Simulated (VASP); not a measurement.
Set up this calculation in VASP 6.6.1, as the native input.

| Quantity | Value |
| --- | --- |
| Task | single point |
| Functional | PBEsol |
| Dispersion | D3(BJ) |
| Potentials or basis | VASP PAW PBE potentials, release 64 (Cu) |
| Cutoff | 520 eV |
| k mesh | 12 × 12 × 7 |
| Occupations | fermi-dirac, width 0.05 eV |
| Spin | no spin polarisation |
| Dipole correction | no |
| Further INCAR settings | ALGO = Normal; EDIFF = 1e-06; NBANDS = 18 |

The structure of Cu lies in POSCAR:

```
Cu
1.0
    2.5340966698      0.0000000000      0.0000000000
   -1.2670483349      2.1945920917      0.0000000000
    0.0000000000      0.0000000000      4.1125710000
Cu
2
Direct
    0.6666666667      0.3333333333      0.7500000000
    0.3333333333      0.6666666667      0.2500000000
```

The input as run:

INCAR

```
SYSTEM = Cu
PREC = Accurate
ENCUT = 520
EDIFF = 1E-6
ISMEAR = -1
SIGMA = 0.05
LREAL = .False.
LASPH = .True.
NELM = 100
ALGO = Normal
ISIF = 2
LWAVE = .False.
LCHARG = .True.
GGA = PS
IVDW = 12
LELF = .True.
LVHAR = .True.
NBANDS = 18
```

KPOINTS

```
regular mesh
0
Gamma
  12 12 7
  0 0 0
```

Potentials or basis: VASP PAW PBE potentials, release 64 (Cu).

Launch:

```bash
$ cat potpaw_PBE.64/Cu/POTCAR > POTCAR
$ mpirun -np 1 vasp_std > vasp.out
```

Results of the run:

```json
{
 "Pressure": "-8.4 GPa",
 "Band gap on the k mesh": "zero (band 11 reaches 11.82 eV, above the bottom of band 12 at 5.89 eV)",
 "Dispersion energy per atom": "-0.541 eV"
}
```

Caveat: three body term missing; the PAW data sets were made with another functional, which shifts forces and pressure a little; pairwise dispersion overbinds metals, which lowers pressure and volume.

It took 21 s on 1 thread of Intel(R) Xeon(R) Platinum 8488C (Sapphire Rapids) (shared host), peak memory 0.16 GiB.
